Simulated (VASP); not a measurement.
Al2Cu, 3 atoms in the cell. Symmetry: I4/mmm, No. 139, tetragonal system. Conventional cell: a = 4.061 Å, b = 4.061 Å, c = 5.702 Å, α = 90.00°, β = 90.00°, γ = 90.00°. Al (site symmetry -4m2) has 4 Cu at 2.48 Å and 6 Al at 2.85 to 2.87 Å within 3.3 Å. Within 3.3 Å of Cu (site symmetry 4/mmm) lie 8 Al at 2.48 Å. 

```yaml
Program: VASP 6.6.1
Task: single point
Functional: PBE
Potentials_or_basis: VASP PAW PBE potentials, release 64 (Al, Cu)
Cutoff: 520 eV
k_mesh: 6 × 6 × 6
Occupations: gaussian, width 0.1 eV
Spin: no spin polarisation
Dipole_correction: no
Further_INCAR_settings: ALGO = Normal; EDIFF = 1e-06; NBANDS = 16
```

Potentials or basis: VASP PAW PBE potentials, release 64 (Al, Cu).

The run is started by

```bash
$ cat potpaw_PBE.64/Al/POTCAR potpaw_PBE.64/Cu/POTCAR > POTCAR
$ mpirun -np 1 vasp_std > vasp.out
```

Hardware: 1 thread of Intel(R) Xeon(R) Platinum 8259CL CPU @ 2.50GHz (Skylake/Cascade Lake), on a shared host.

Task: How long does it take, and how much memory?

Result: Wall time 26 s on 1 thread of Intel(R) Xeon(R) Platinum 8259CL CPU @ 2.50GHz (Skylake/Cascade Lake) (shared host), peak memory 0.17 GiB. Counts: scf iterations 14, k points 30.
